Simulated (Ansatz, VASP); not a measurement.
## SiB6: VASP beside Ansatz

File INCAR:

```
ALGO = Normal
EDIFF = 1E-7
ENCUT = 520
GGA = PE
ISIF = 2
ISMEAR = 0
LASPH = T
LCHARG = F
LREAL = F
LWAVE = F
NBANDS = 20
NELM = 80
PREC = Accurate
SIGMA = 0.2
```

File KPOINTS:

```
k-points
0
Gamma
  6 6 6
```

File POSCAR:

```
SiB6
1.0
    4.1324121801      0.0000000000      0.0000000000
    0.0000000000      4.1324121801      0.0000000000
    0.0000000000      0.0000000000      4.1324121801
Si B
1 6
Direct
    0.0000000000      0.0000000000      0.0000000000
    0.2002364657      0.5000000000      0.5000000000
    0.5000000000      0.2002364657      0.5000000000
    0.7997635343      0.5000000000      0.5000000000
    0.5000000000      0.7997635343      0.5000000000
    0.5000000000      0.5000000000      0.2002364657
    0.5000000000      0.5000000000      0.7997635343
```

Input for Ansatz:

```yaml
crystal:
  lattice:
    - [4.1324121801, 0.0, 0.0]
    - [0.0, 4.1324121801, 0.0]
    - [0.0, 0.0, 4.1324121801]
  atoms:
    - { symbol: Si, position: [0.0, 0.0, 0.0] }
    - { symbol: B, position: [0.2002364657, 0.5, 0.5] }
    - { symbol: B, position: [0.5, 0.2002364657, 0.5] }
    - { symbol: B, position: [0.7997635343, 0.5, 0.5] }
    - { symbol: B, position: [0.5, 0.7997635343, 0.5] }
    - { symbol: B, position: [0.5, 0.5, 0.2002364657] }
    - { symbol: B, position: [0.5, 0.5, 0.7997635343] }
basis:
  ecutwfc: 420
kpoints:
  mp_grid: { grid: [6, 6, 6] }
hamiltonian:
  xc: pbe
scf:
  occupations: { method: gaussian, width: 0.2 }
  lower_state_search: "off"
output:
  forces: true
  stress: true
  eigenvalues: true
```

Alike in both runs: task single point; functional PBE; k mesh 6 × 6 × 6; occupations gaussian, width 0.2 eV; no spin polarisation.

|  | VASP | Ansatz |
| --- | --- | --- |
| version | VASP 6.6.1 | Ansatz 0.2.0 |
| potentials or method | VASP PAW PBE potentials, release 64 (Si, B), cutoff 520 eV | scalar-relativistic, plane waves, PAW |
| valence electrons in the cell | 22 | 22 |

|  | VASP | Ansatz | Ansatz less VASP |
| --- | --- | --- | --- |
| gap on the k mesh at the Fermi level (eV) | 0.07 | 0.07 | 0.000 |
| least direct gap on the mesh (eV) | 0.68 | 0.68 | -0.001 |
| pressure (GPa) | 0.1 | 0.1 | -0.02 |
| rms of the force components (eV/Å) | 0.023 | 0.013 | -0.0099 |

Atom by atom the forces differ by 0.010 eV/Å (rms over components). The functional is the same, so the differences come from potentials, cutoffs and numerics.
